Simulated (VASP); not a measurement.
Set up this calculation in VASP 6.6.1, as the native input.

```yaml
Task: molecular dynamics
Functional: PBE
Potentials_or_basis: VASP PAW PBE potentials, release 64 (Si, N)
Cutoff: 440 eV
k_mesh: 1 × 1 × 1, shifted
Occupations: fermi-dirac, width 0.3447 eV
Spin: no spin polarisation
Dipole_correction: no
Mended: yes
```

The structure of Si11N12 lies in POSCAR:

```
Si11N12
1.0
    6.4418990000      0.1209050000      0.0829390000
    0.1209050000      6.5958520000      0.1101930000
    0.0829390000      0.1101930000      6.6182720000
Si N
11 12
Direct
    0.7789006744      0.5840139463      0.3319102762
    0.0484399655      0.1834711480      0.5122231681
    0.5560270375      0.7853302393      0.1471494036
    0.7154847966      0.3874401103      0.8693071112
    0.5727993788      0.1194621003      0.4007993243
    0.1624331983      0.8305210396      0.7687409803
    0.7223917308      0.9411863896      0.7427736515
    0.4246803081      0.6342114522      0.4985876328
    0.3651286045      0.2629484397      0.7507718357
    0.1156635605      0.9340320165      0.2472625773
    0.2663753224      0.4048495020      0.0890734068
    0.6057355138      0.1780844054      0.8140674498
    0.4075540934      0.5256481495      0.8612708166
    0.8368883939      0.1879195650      0.3549531299
    0.2751882278      0.1614086237      0.1742424455
    0.2688022184      0.0712586526      0.4469219805
    0.9708587496      0.0362206952      0.7175276424
    0.6581168751      0.8199511182      0.5064414435
    0.0060975342      0.4798929309      0.4972243736
    0.2294961553      0.8376568443      0.0386485610
    0.1455136898      0.5450407741      0.6314240971
    0.5845475513      0.4222747543      0.4399636688
    0.7252657479      0.7654767675      0.8984089960
```

These files were run (other wordings do the same):

INCAR

```
SYSTEM = Si11N12
ALGO = Normal ; EDIFF = 1E-5
ENCUT = 440 ; GGA = PE
GGA_COMPAT = .FALSE. ; IBRION = 0
ISIF = 2 ; ISMEAR = -1
ISYM = -1 ; LANGEVIN_GAMMA = 30 30
LASPH = .TRUE. ; LCHARG = .FALSE.
LREAL = Auto ; LWAVE = .FALSE.
MAXMIX = 40 ; MDALGO = 3
NBANDS = 69 ; NELM = 120
NELMIN = 4 ; NSW = 40
POTIM = 2.0 ; PREC = Normal
RANDOM_SEED = 41757 0 0 ; SIGMA = 0.3447
TEBEG = 4000.0 ; TEEND = 4000.0
```

KPOINTS

```
explicit points
1
Reciprocal
  0.25000000   0.25000000   0.25000000 1
```

Potentials or basis: VASP PAW PBE potentials, release 64 (Si, N).

Command:

```console
$ cat potpaw_PBE.64/Si/POTCAR potpaw_PBE.64/N/POTCAR > POTCAR
$ mpirun -np 1 vasp_std > vasp.out
```

Wall time 4.4 min on 1 thread of Intel(R) Xeon(R) 6975P-C (Granite Rapids) (shared host), peak memory 0.23 GiB.
